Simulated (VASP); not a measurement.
# TiO (P6_3/mmc) in VASP: a series of runs

Runs on TiO. Level: PBEsol. Tasks: relaxation of shape and atoms at fixed volume.

All numbers are computed with VASP 6.6.1; they aren't measurements. Logs are shortened: lines on timing, memory, paths and dates and some standing lists are left out, and cuts for length are marked.

**1. The cell of the first run**

Symmetry: P6_3/mmc, No. 194, hexagonal system. Conventional cell: a = 2.875 Å, b = 2.875 Å, c = 5.561 Å, α = 90.00°, β = 90.00°, γ = 120.00°. Ti (site symmetry -6m2) has 6 O at 2.17 Å and 6 Ti at 2.87 Å within 2.9 Å. O (site symmetry -3m) has 6 Ti at 2.17 Å and 8 O at 2.78 to 2.87 Å within 2.9 Å.

**2. Relaxation of shape and atoms at fixed volume, PBEsol (volume scaled by 1.06)**

Contents of INCAR:

```
PREC = Accurate
ENCUT = 600
EDIFF = 1E-6
ISMEAR = 0
SIGMA = 0.1
LREAL = False
LASPH = True
NELM = 100
ALGO = Normal
ISIF = 4
LWAVE = False
LCHARG = False
GGA = PS
IBRION = 2
NSW = 50
EDIFFG = -0.01
```

Contents of KPOINTS:

```
regular mesh
0
Gamma
  18 18 8
```

Contents of POSCAR:

```
TiO
1.0
    2.8746672083      0.0000000000      0.0000000000
   -1.4373336041      2.4895348299      0.0000000000
    0.0000000000      0.0000000000      5.5609107873
Ti O
2 2
Direct
    0.3333333333      0.6666666667      0.2500000000
    0.6666666667      0.3333333333      0.7500000000
    0.0000000000      0.0000000000      0.0000000000
    0.0000000000      0.0000000000      0.5000000000
```

Potentials or basis: VASP PAW PBE potentials, release 64 (Ti_sv, O).

The run is started by

```sh
$ cat potpaw_PBE.64/Ti_sv/POTCAR potpaw_PBE.64/O/POTCAR > POTCAR
$ mpirun -np 1 vasp_std > vasp.out
```

OUTCAR:

```text
PREC = Accurate
   ENCUT = 600
   EDIFF = 1E-6
   ISMEAR = 0
   LREAL = False
   LASPH = True
   NELM = 100
   ISIF = 4
   GGA = PS
   IBRION = 2
   NSW = 50
   EDIFFG = -0.01

 ion  position               nearest neighbor table
   1  0.333  0.667  0.250-   3 2.17   4 2.17   3 2.17   4 2.17   3 2.17   4 2.17
   2  0.667  0.333  0.750-   3 2.17   4 2.17   3 2.17   4 2.17   3 2.17   4 2.17
   3  0.000  0.000  0.000-   1 2.17   2 2.17   2 2.17   1 2.17   2 2.17   1 2.17
   4  0.000  0.000  0.500-   1 2.17   2 2.17   2 2.17   1 2.17   2 2.17   1 2.17

  LATTYP: Found a hexagonal cell.
 ALAT       =     2.8746672083
 C/A-ratio  =     1.9344537591

  Lattice vectors:

 A1 = (   2.8746672083,   0.0000000000,   0.0000000000)
 A2 = (  -1.4373336041,   2.4895348299,   0.0000000000)
 A3 = (   0.0000000000,   0.0000000000,   5.5609107873)

Analysis of symmetry for initial positions (statically):
=====================================================================
 Subroutine PRICEL returns:
 Original cell was already a primitive cell.

 Routine SETGRP: Setting up the symmetry group for a
 hexagonal supercell.

 Subroutine GETGRP returns: Found 24 space group operations
 (whereof 12 operations were pure point group operations)
 out of a pool of 24 trial point group operations.

The static configuration has the point symmetry D_3d.
 The point group associated with its full space group is D_6h.

Analysis of symmetry for dynamics (positions and initial velocities):
=====================================================================
 Subroutine PRICEL returns:
 Original cell was already a primitive cell.

 Routine SETGRP: Setting up the symmetry group for a
 hexagonal supercell.

 Subroutine GETGRP returns: Found 24 space group operations
 (whereof 12 operations were pure point group operations)
 out of a pool of 24 trial point group operations.

The dynamic configuration has the point symmetry D_3d.
 The point group associated with its full space group is D_6h.

 Subroutine INISYM returns: Found 24 space group operations
 (whereof 12 operations are pure point group operations),
 and found     1 'primitive' translations

----------------------------------------------------------------------------------------

                                     Primitive cell

  volume of cell :      39.7971

  direct lattice vectors                    reciprocal lattice vectors
[... 86 lines left out ...]
   LNONCOLLINEAR =      F non collinear calculations
   LSORBIT =      F    spin-orbit coupling
   LASPH  =      T    aspherical Exc in radial PAW
   ENCUT  =  600.0 eV  44.10 Ry    6.64 a.u.   5.74  5.74 11.11*2*pi/ulx,y,z
   NELM   =    100;   NELMIN=  2; NELMDL= -5     # of ELM steps
   EDIFF  = 0.1E-05   stopping-criterion for ELM
   LREAL  =      F    real-space projection
   EDIFFG = -.1E-01   stopping-criterion for IOM
   NSW    =     50    number of steps for IOM
   IBRION =      2    ionic relax: 0-MD 1-quasi-New 2-CG
   NFREE  =      1    steps in history (QN), initial steepest desc. (CG)
   ISIF   =      4    stress and relaxation
   ISYM   =      2    0-nonsym 1-usesym 2-fastsym
   POTIM  = 0.5000    time-step for ionic-motion
   TEBEG  =    0.0;   TEEND  =   0.0 temperature during run
   PSTRESS=    0.0 pullay stress
   NELECT =      36.0000    total number of electrons
   NUPDOWN=      -1.0000    fix difference up-down
   EMIN   =  10.00;   EMAX   =-10.00  energy-range for DOS
   EFERMI =   0.00;   METHOD = LEGACY
   ISMEAR =     0;   SIGMA  =   0.10  broadening in eV -4-tet -1-fermi 0-gaus
   EFERMI_NEDOS =   21; number of points for ismear=-14 and -15
   IALGO  =     38    algorithm
   IMIX   =      4    mixing-type and parameters
     AMIX     =   0.40;   BMIX     =  1.00
     AMIX_MAG =   1.60;   BMIX_MAG =  1.00
  volume/ion in A,a.u.               =       9.95        67.14
  Fermi-wavevector in a.u.,A,eV,Ry     =   1.583283  2.991970 34.106862  2.506784
  Thomas-Fermi vector in A             =   2.683077
   LORBIT       =      0    0 simple, 1 ext, 2 COOP (PROOUT), +10 PAW based schemes
   GGA     = PS    functional components
   LHFCALC =     F    Hartree Fock is set to
   AEXX    =    0.0000 exact exchange contribution
   IVDW    =     0    specifies the selected vdW correction
   LEPSILON=     F    determine dielectric tensor
   LRPA    =     F    only Hartree local field effects (RPA)
 conjugate gradient relaxation of ions
 non-spin polarized calculation
 Gauss-broadening in eV      SIGMA  =   0.10
  energy-cutoff  :      600.00
  volume of cell :       39.80
 maximum number of plane-waves:      1344
 NGX is ok and might be reduce to    24
   NGX = 11   NGY = 11   NGZ = 23

 number of electron      35.9999995 magnetization

 Free energy of the ion-electron system (eV)
  ---------------------------------------------------
  ext. energy  EPLUGINS =         0.00000000
  ---------------------------------------------------
  free energy    TOTEN  =       -37.32378619 eV

  energy without entropy =      -37.31972487  energy(sigma->0) =      -37.32175553

 E-fermi :  11.0403     XC(G=0): -12.9436

 val. band max:       11.0374508783   @ k =   0.4444   0.1111   0.0000
 cond. band min:      11.0506496200   @ k =   0.0556   0.0556   0.1250
 fundamental gap:      0.0131987417
 Fermi energy:        11.0403265619

 k-point     1 :       0.0000    0.0000    0.0000
  band No.  band energies     occupation
      1     -46.6215      2.00000
      2     -46.5782      2.00000
      3     -23.4580      2.00000
      4     -22.9952      2.00000
      5     -22.6059      2.00000
      6     -22.6059      2.00000
[... 589 lines left out ...]
     21      12.6636      0.00000
     22      12.9538      0.00000

 [... further k-points ...]
[... 5 lines left out ...]
  --------------------------------------------------------------------------------------
  -------------------------------------------------------------------------------------
  Total       -3.1031867     -3.1031867     -3.1036722     -0.0000000      0.0000000      0.0000000
  in kB     -124.9300093   -124.9300093   -124.9495560     -0.0000000      0.0000000      0.0000000
  external PRESSURE =    -124.9365248 kB  Pullay stress =       0.0000000 kB

 VOLUME and BASIS-vectors are now :
 -----------------------------------------------------------------------------
  energy-cutoff  :      600.00
  volume of cell :       39.80
      direct lattice vectors                 reciprocal lattice vectors
     2.874667208  0.000000000  0.000000000     0.347866354  0.200840733  0.000000000
    -1.437333604  2.489534830  0.000000000     0.000000000  0.401681466  0.000000000
     0.000000000  0.000000000  5.560910787     0.000000000  0.000000000  0.179826658

 POSITION                                       TOTAL-FORCE (eV/Angst)
 -----------------------------------------------------------------------------------
     -0.00000      1.65969      1.39023         0.000000     -0.000000      0.000000
      1.43733      0.82984      4.17068        -0.000000      0.000000      0.000000
      0.00000      0.00000      0.00000        -0.000000      0.000000      0.000000
      0.00000      0.00000      2.78046        -0.000000      0.000000      0.000000
 -----------------------------------------------------------------------------------
    total drift:                               -0.000000      0.000000     -0.000000

  FREE ENERGIE OF THE ION-ELECTRON SYSTEM (eV)
  ---------------------------------------------------
  free  energy   TOTEN  =       -37.3237861938 eV

  energy  without entropy=      -37.3197248733  energy(sigma->0) =      -37.32175553

 reached required accuracy - stopping structural energy minimisation
```

It took 4.3 min on 1 thread of Intel Xeon 8259CL, shared host; peak memory 0.3 GiB.

What came out:

* Free energy: -37.3238 eV
* Pressure after relaxing: -12.5 GPa
* Band gap on the k mesh: zero (band 18 reaches 11.04 eV, above the bottom of band 19 at 10.80 eV)

Final structure:
```
CELL_PARAMETERS angstrom
2.87467 0.00000 0.00000
-1.43733 2.48953 0.00000
0.00000 0.00000 5.56091
ATOMIC_POSITIONS crystal
Ti 0.33333 0.66667 0.25000
Ti 0.66667 0.33333 0.75000
O 0.00000 0.00000 0.00000
O 0.00000 0.00000 0.50000
```

Caveat: the relaxation stopped at its first step, so nothing moved; the PAW data sets were made with another functional, which shifts forces and pressure a little; semilocal functionals often make such compounds metallic where correlation or magnetic order opens a gap, which also shifts bond lengths.

**3. Relaxation of shape and atoms at fixed volume, PBEsol (volume scaled by 1.10)**

Contents of INCAR:

```
SYSTEM = TiO
PREC = Accurate
ENCUT = 600
EDIFF = 1E-6
ISMEAR = 0
SIGMA = 0.1
LREAL = .FALSE.
LASPH = .TRUE.
NELM = 80
ALGO = Normal
ISIF = 4
LWAVE = .FALSE.
LCHARG = .FALSE.
GGA = PS
IBRION = 2
NSW = 50
EDIFFG = -0.01
```

Contents of KPOINTS:

```
Automatic mesh
0
G
  18 18 8
  0 0 0
```

Contents of POSCAR:

```
TiO
1.0
    2.9103810118      0.0000000000      0.0000000000
   -1.4551905059      2.5204638909      0.0000000000
    0.0000000000      0.0000000000      5.6299974886
Ti O
2 2
Direct
    0.3333333333      0.6666666667      0.2500000000
    0.6666666667      0.3333333333      0.7500000000
    0.0000000000      0.0000000000      0.0000000000
    0.0000000000      0.0000000000      0.5000000000
```

Potentials or basis: VASP PAW PBE potentials, release 64 (Ti_sv, O).

The run is started by

```sh
$ cat potpaw_PBE.64/Ti_sv/POTCAR potpaw_PBE.64/O/POTCAR > POTCAR
$ mpirun -np 1 vasp_std > vasp.out
```

Run time: 4.4 min. Hardware: 1 thread of Intel Xeon 8259CL, shared host; peak memory 0.31 GiB.

It converged, with:

```yaml
Free_energy: -37.1781 eV
Pressure_after_relaxing: -19.2 GPa
Band_gap_on_the_k_mesh: zero (band 18 reaches 10.52 eV, above the bottom of band 19 at 10.32 eV)
```

Stress tensor (GPa, compression positive):
```
-19.10   0.00   0.00
  0.00 -19.10   0.00
  0.00   0.00 -19.27
```

Final structure:
```
Ti O
1.0
     2.91038    0.00000    0.00000
    -1.45519    2.52046    0.00000
     0.00000    0.00000    5.63000
Ti O
2 2
Direct
  0.33333 0.66667 0.25000
  0.66667 0.33333 0.75000
  0.00000 0.00000 0.00000
  0.00000 0.00000 0.50000
```

Levels at points of the mesh, in eV from the Fermi level:
```csv
k point,band 15,band 16,band 17,band 18,band 19,band 20,band 21,band 22
"(0.00, 0.00, 0.00)",-5.21,-5.12,-1.93,-0.22,-0.22,0.04,0.68,0.75
"(0.50, 0.00, 0.00)",-5.61,-5.40,-2.62,-0.02,0.55,1.30,1.83,2.07
"(0.00, 0.00, 0.50)",-5.48,-5.48,-0.55,-0.55,0.57,0.57,0.57,0.57
"(0.50, 0.00, 0.50)",-5.98,-5.98,-1.29,-1.29,1.61,1.61,1.93,1.94
```

Caveat: the relaxation stopped at its first step, so nothing moved; the PAW data sets were made with another functional, which shifts forces and pressure a little; semilocal functionals often make such compounds metallic where correlation or magnetic order opens a gap, which also shifts bond lengths.
